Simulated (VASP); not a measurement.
# K2CuBr2F2 (P4/mmm) in VASP: single point with r2SCAN

Aim: the single point of K2CuBr2F2 with r2SCAN.

Program: VASP 6.6.1. These are calculated values, not measurements. Logs are shortened: lines on timing, memory, paths and dates and some standing lists are left out, and cuts for length are marked.

### Step 1. The cell of the first run

The structure is tetragonal, space group P4/mmm (No. 123). Conventional cell: a = 5.029 Å, b = 5.029 Å, c = 6.635 Å, α = 90.00°, β = 90.00°, γ = 90.00°. Br (site symmetry mmm) has 2 Cu at 2.51 Å and 2 K at 3.32 Å within 3.4 Å. Within 3.4 Å of Cu (site symmetry 4/mmm) lie 4 Br at 2.51 Å and 2 F at 3.32 Å. K (site symmetry mmm) has 4 F at 2.51 Å and 2 Br at 3.32 Å within 3.4 Å. Within 3.3 Å of F (site symmetry 4/mmm) lie 4 K at 2.51 Å. Within 3.4 Å of F (site symmetry 4/mmm) lie 4 K at 2.51 Å and 2 Cu at 3.32 Å.

### Step 2. Single point, r2SCAN

File POSCAR:

```
K2CuBr2F2
1.0
    5.0293070000      0.0000000000      0.0000000000
    0.0000000000      5.0293070000      0.0000000000
    0.0000000000      0.0000000000      6.6348630000
Br Cu K F
2 1 2 2
Direct
    0.5000000000      0.0000000000      0.0000000000
    0.0000000000      0.5000000000      0.0000000000
    0.0000000000      0.0000000000      0.0000000000
    0.5000000000      0.0000000000      0.5000000000
    0.0000000000      0.5000000000      0.5000000000
    0.5000000000      0.5000000000      0.5000000000
    0.0000000000      0.0000000000      0.5000000000
```

File INCAR.step1:

```
PREC     = Accurate       # precision mode
ENCUT    = 520            # plane-wave cutoff, eV
ISMEAR   = 0              # smearing method
SIGMA    = 0.1            # smearing width, eV
LREAL    = False          # projectors in reciprocal space
LASPH    = True           # aspherical terms in the spheres
NELM     = 100            # most SCF steps
NBANDS   = 38             # bands
GGA      = PE             # functional
ALGO     = Normal         # electronic algorithm
EDIFF    = 1E-4           # SCF threshold, eV
LWAVE    = True           # write WAVECAR
LCHARG   = False          # write CHGCAR
```

File INCAR.step2:

```
PREC     = Accurate       # precision mode
ENCUT    = 520            # plane-wave cutoff, eV
EDIFF    = 1E-6           # SCF threshold, eV
ISMEAR   = 0              # smearing method
SIGMA    = 0.1            # smearing width, eV
LREAL    = False          # projectors in reciprocal space
LASPH    = True           # aspherical terms in the spheres
NELM     = 100            # most SCF steps
ALGO     = Normal         # electronic algorithm
ISIF     = 2              # what is computed and relaxed
LWAVE    = False          # write WAVECAR
LCHARG   = False          # write CHGCAR
METAGGA  = R2SCAN         # meta-GGA
LMIXTAU  = True         
NBANDS   = 38             # bands
ISTART   = 1
```

File KPOINTS:

```
regular mesh
0
Gamma
  5 5 4
```

Potentials or basis: VASP PAW PBE potentials, release 64 (Br, Cu, K_sv, F).

Started as:

```bash
cat potpaw_PBE.64/Br/POTCAR potpaw_PBE.64/Cu/POTCAR potpaw_PBE.64/K_sv/POTCAR potpaw_PBE.64/F/POTCAR > POTCAR
cp INCAR.step1 INCAR
mpirun -np 1 vasp_std > vasp.out
cp INCAR.step2 INCAR
mpirun -np 1 vasp_std > vasp.out
```

OUTCAR:

```text
PREC = Accurate
   ENCUT = 520
   EDIFF = 1E-6
   ISMEAR = 0
   LREAL = False
   LASPH = True
   NELM = 100
   ISIF = 2
   METAGGA = R2SCAN
   ISTART = 1

 ion  position               nearest neighbor table
   1  0.500  0.000  0.000-   3 2.51   3 2.51
   2  0.000  0.500  0.000-   3 2.51   3 2.51
   3  0.000  0.000  0.000-   1 2.51   2 2.51   2 2.51   1 2.51
   4  0.500  0.000  0.500-   6 2.51   7 2.51   6 2.51   7 2.51   5 3.56   5 3.56   5 3.56   5 3.56

   5  0.000  0.500  0.500-   6 2.51   7 2.51   7 2.51   6 2.51   4 3.56   4 3.56   4 3.56   4 3.56

   6  0.500  0.500  0.500-   4 2.51   5 2.51   4 2.51   5 2.51
   7  0.000  0.000  0.500-   4 2.51   5 2.51   5 2.51   4 2.51

  LATTYP: Found a simple tetragonal cell.
 ALAT       =     5.0293070000
 C/A-ratio  =     1.3192400066

  Lattice vectors:

 A1 = (   5.0293070000,   0.0000000000,   0.0000000000)
 A2 = (   0.0000000000,   5.0293070000,   0.0000000000)
 A3 = (   0.0000000000,   0.0000000000,   6.6348630000)

Analysis of symmetry for initial positions (statically):
=====================================================================
 Subroutine PRICEL returns:
 Original cell was already a primitive cell.

 Routine SETGRP: Setting up the symmetry group for a
 simple tetragonal supercell.

 Subroutine GETGRP returns: Found 16 space group operations
 (whereof 16 operations were pure point group operations)
 out of a pool of 16 trial point group operations.

The static configuration has the point symmetry D_4h.

Analysis of symmetry for dynamics (positions and initial velocities):
=====================================================================
 Subroutine PRICEL returns:
 Original cell was already a primitive cell.

 Routine SETGRP: Setting up the symmetry group for a
 simple tetragonal supercell.

 Subroutine GETGRP returns: Found 16 space group operations
 (whereof 16 operations were pure point group operations)
 out of a pool of 16 trial point group operations.

The dynamic configuration has the point symmetry D_4h.

 Subroutine INISYM returns: Found 16 space group operations
 (whereof 16 operations are pure point group operations),
 and found     1 'primitive' translations

----------------------------------------------------------------------------------------

                                     Primitive cell

  volume of cell :     167.8218

  direct lattice vectors                    reciprocal lattice vectors
     5.029307000  0.000000000  0.000000000     0.198834551  0.000000000  0.000000000
     0.000000000  5.029307000  0.000000000     0.000000000  0.198834551  0.000000000
     0.000000000  0.000000000  6.634863000     0.000000000  0.000000000  0.150719013

  length of vectors
     5.029307000  5.029307000  6.634863000     0.198834551  0.198834551  0.150719013

  position of ions in fractional coordinates (direct lattice)
     0.500000000  0.000000000  0.000000000
     0.000000000  0.500000000  0.000000000
     0.000000000  0.000000000  0.000000000
     0.500000000  0.000000000  0.500000000
     0.000000000  0.500000000  0.500000000
     0.500000000  0.500000000  0.500000000
     0.000000000  0.000000000  0.500000000

  ion indices of the primitive-cell ions
   primitive index   ion index
                 1           1
                 2           2
                 3           3
                 4           4
                 5           5
                 6           6
                 7           7

----------------------------------------------------------------------------------------

 KPOINTS: regular mesh

Automatic generation of k-mesh.
 Grid dimensions read from file:
 generate k-points for:    5    5    4

 Generating k-lattice:

  Cartesian coordinates                     Fractional coordinates (reciprocal lattice)
     0.039766910  0.000000000  0.000000000     0.200000000  0.000000000  0.000000000
     0.000000000  0.039766910  0.000000000     0.000000000  0.200000000  0.000000000
     0.000000000  0.000000000  0.037679753     0.000000000  0.000000000  0.250000000

  Length of vectors
     0.039766910  0.039766910  0.037679753

  Shift w.r.t. Gamma in fractional coordinates (k-lattice)
     0.000000000  0.000000000  0.000000000

 Subroutine IBZKPT returns following result:
 ===========================================

 Found     18 irreducible k-points:

 Following reciprocal coordinates:
            Coordinates               Weight
  0.000000  0.000000  0.000000      1.000000
  0.200000  0.000000  0.000000      4.000000
  0.400000  0.000000  0.000000      4.000000
  0.200000  0.200000  0.000000      4.000000
  0.400000  0.200000  0.000000      8.000000
  0.400000  0.400000  0.000000      4.000000
[... 10 lines left out ...]
  0.400000  0.200000  0.500000      8.000000
  0.400000  0.400000  0.500000      4.000000
   k-points           NKPTS =     18   k-points in BZ     NKDIM =     18   number of bands    NBANDS=     38
   number of dos      NEDOS =    301   number of ions     NIONS =      7
   total plane-waves  NPLWV =  80000
   dimension x,y,z NGX =    40 NGY =   40 NGZ =   50
   dimension x,y,z NGXF=    80 NGYF=   80 NGZF=  100
   ions per type =               2   1   2   2
   NGX,Y,Z   is equivalent  to a cutoff of  13.22, 13.22, 12.53 a.u.
   NGXF,Y,Z  is equivalent  to a cutoff of  26.44, 26.44, 25.06 a.u.
 SYSTEM =  unknown system
   PREC   = accura    normal or accurate (medium, high low for compatibility)
   ISTART =      1    job   : 0-new  1-cont  2-samecut
   ICHARG =      0    charge: 1-file 2-atom 10-const
   ISPIN  =      1    spin polarized calculation?
   LNONCOLLINEAR =      F non collinear calculations
   LSORBIT =      F    spin-orbit coupling
   LASPH  =      T    aspherical Exc in radial PAW
   ENCUT  =  520.0 eV  38.22 Ry    6.18 a.u.   9.35  9.35 12.34*2*pi/ulx,y,z
   NELM   =    100;   NELMIN=  2; NELMDL=  0     # of ELM steps
   EDIFF  = 0.1E-05   stopping-criterion for ELM
   LREAL  =      F    real-space projection
   EDIFFG = 0.1E-04   stopping-criterion for IOM
   NSW    =      0    number of steps for IOM
   IBRION =     -1    ionic relax: 0-MD 1-quasi-New 2-CG
   NFREE  =      0    steps in history (QN), initial steepest desc. (CG)
   ISIF   =      2    stress and relaxation
   ISYM   =      2    0-nonsym 1-usesym 2-fastsym
   POTIM  = 0.5000    time-step for ionic-motion
   TEBEG  =    0.0;   TEEND  =   0.0 temperature during run
   PSTRESS=    0.0 pullay stress
   NELECT =      57.0000    total number of electrons
   NUPDOWN=      -1.0000    fix difference up-down
   EMIN   =  10.00;   EMAX   =-10.00  energy-range for DOS
   EFERMI =   0.00;   METHOD = LEGACY
   ISMEAR =     0;   SIGMA  =   0.10  broadening in eV -4-tet -1-fermi 0-gaus
   EFERMI_NEDOS =   21; number of points for ismear=-14 and -15
   IALGO  =     38    algorithm
   IMIX   =      4    mixing-type and parameters
     AMIX     =   0.40;   BMIX     =  1.00
     AMIX_MAG =   1.60;   BMIX_MAG =  1.00
  volume/ion in A,a.u.               =      23.97       161.79
  Fermi-wavevector in a.u.,A,eV,Ry     =   1.142222  2.158486 17.751115  1.304670
  Thomas-Fermi vector in A             =   2.278920
   LORBIT       =      0    0 simple, 1 ext, 2 COOP (PROOUT), +10 PAW based schemes
   METAGGA = R2SCAN    functional components
   LHFCALC =     F    Hartree Fock is set to
   AEXX    =    0.0000 exact exchange contribution
   IVDW    =     0    specifies the selected vdW correction
   LEPSILON=     F    determine dielectric tensor
   LRPA    =     F    only Hartree local field effects (RPA)
 non-spin polarized calculation
 Gauss-broadening in eV      SIGMA  =   0.10
  energy-cutoff  :      520.00
  volume of cell :      167.82
 maximum number of plane-waves:      4565
 NGX is ok and might be reduce to    40
   NGX = 19   NGY = 19   NGZ = 25

 number of electron      56.9999996 magnetization

 Free energy of the ion-electron system (eV)
  ---------------------------------------------------
  ext. energy  EPLUGINS =         0.00000000
  ---------------------------------------------------
  free energy    TOTEN  =       -67.06473858 eV

  energy without entropy =      -67.02989579  energy(sigma->0) =      -67.04731719

 E-fermi :  -1.7136     XC(G=0):  -8.6371

 val. band max:       -1.7187757676   @ k =   0.4000   0.4000   0.0000
 cond. band min:      -1.6868508555   @ k =   0.4000   0.2000   0.0000
 fundamental gap:      0.0319249122
 Fermi energy:        -1.7136083808

 k-point     1 :       0.0000    0.0000    0.0000
  band No.  band energies     occupation
      1     -29.1047      2.00000
      2     -28.9825      2.00000
      3     -22.0115      2.00000
      4     -21.6685      2.00000
      5     -16.3784      2.00000
      6     -15.6292      2.00000
[... 30 lines left out ...]
     37       8.7216      0.00000
     38       8.7853      0.00000

 k-point     2 :       0.2000    0.0000    0.0000
  band No.  band energies     occupation
      1     -29.0906      2.00000
      2     -28.9915      2.00000
      3     -22.0293      2.00000
      4     -21.6875      2.00000
      5     -16.3016      2.00000
      6     -15.6919      2.00000
[... 30 lines left out ...]
     37       8.2373      0.00000
     38       9.1783      0.00000

 k-point     3 :       0.4000    0.0000    0.0000
  band No.  band energies     occupation
      1     -29.0559      2.00000
      2     -29.0180      2.00000
      3     -22.0579      2.00000
      4     -21.7181      2.00000
      5     -16.1073      2.00000
      6     -15.8632      2.00000
[... 30 lines left out ...]
     37       8.4014      0.00000
[... 535 lines left out ...]
 k-point    17 :       0.4000    0.2000    0.5000
  band No.  band energies     occupation
      1     -29.0494      2.00000
      2     -29.0187      2.00000
      3     -22.0765      2.00000
      4     -21.7370      2.00000
      5     -16.0854      2.00000
      6     -15.8893      2.00000
[... 30 lines left out ...]
     37       8.6242      0.00000
     38       8.8274      0.00000

 k-point    18 :       0.4000    0.4000    0.5000
  band No.  band energies     occupation
      1     -29.0354      2.00000
      2     -29.0236      2.00000
      3     -22.1066      2.00000
      4     -21.7675      2.00000
      5     -15.9967      2.00000
      6     -15.9225      2.00000
[... 30 lines left out ...]
     37       8.8868      0.00000
     38       8.9947      0.00000

------------------------ aborting loop because EDIFF is reached ----------------------------------------

  FORCE on cell =-STRESS in cart. coord.  units (eV):
  Direction    XX          YY          ZZ          XY          YZ          ZX
  --------------------------------------------------------------------------------------
  -------------------------------------------------------------------------------------
  Total       -0.9594346     -0.9594346      0.2704441      0.0000000      0.0000000      0.0000000
  in kB       -9.1596255     -9.1596255      2.5819026      0.0000000      0.0000000      0.0000000
  external PRESSURE =      -5.2457828 kB  Pullay stress =       0.0000000 kB

 VOLUME and BASIS-vectors are now :
 -----------------------------------------------------------------------------
  energy-cutoff  :      520.00
  volume of cell :      167.82
      direct lattice vectors                 reciprocal lattice vectors
     5.029307000  0.000000000  0.000000000     0.198834551  0.000000000  0.000000000
     0.000000000  5.029307000  0.000000000     0.000000000  0.198834551  0.000000000
     0.000000000  0.000000000  6.634863000     0.000000000  0.000000000  0.150719013

 POSITION                                       TOTAL-FORCE (eV/Angst)
 -----------------------------------------------------------------------------------
      2.51465      0.00000      0.00000         0.000000      0.000000      0.000000
      0.00000      2.51465      0.00000         0.000000      0.000000      0.000000
      0.00000      0.00000      0.00000         0.000000      0.000000      0.000000
      2.51465      0.00000      3.31743         0.000000      0.000000      0.000000
      0.00000      2.51465      3.31743         0.000000      0.000000      0.000000
      2.51465      2.51465      3.31743         0.000000      0.000000      0.000000
      0.00000      0.00000      3.31743         0.000000      0.000000      0.000000
 -----------------------------------------------------------------------------------
    total drift:                                0.000000      0.000000     -0.000000

  FREE ENERGIE OF THE ION-ELECTRON SYSTEM (eV)
  ---------------------------------------------------
  free  energy   TOTEN  =       -67.0647385803 eV

  energy  without entropy=      -67.0298957940  energy(sigma->0) =      -67.04731719
```

Run time: 5.9 min. Hardware: 1 thread of Intel Xeon Platinum 8559C (Emerald Rapids), shared host; peak memory 0.37 GiB.

Results:

```
Free energy            : -67.0647 eV
Pressure               : -0.5 GPa
Band gap on the k mesh : zero (an odd number of electrons rules out a gap without spin polarisation)
```

Stress tensor (GPa, compression positive):
```
-0.92  0.00  0.00
 0.00 -0.92  0.00
 0.00  0.00  0.26
```

Caveat: the PAW data sets were made with another functional, which shifts forces and pressure a little; an odd number of electrons without spin polarisation forces a metal; a magnetic or distorted state may lie lower. With open d or f shells a metallic result of r2SCAN can be an artefact of self-interaction; +U or a hybrid may open a gap.
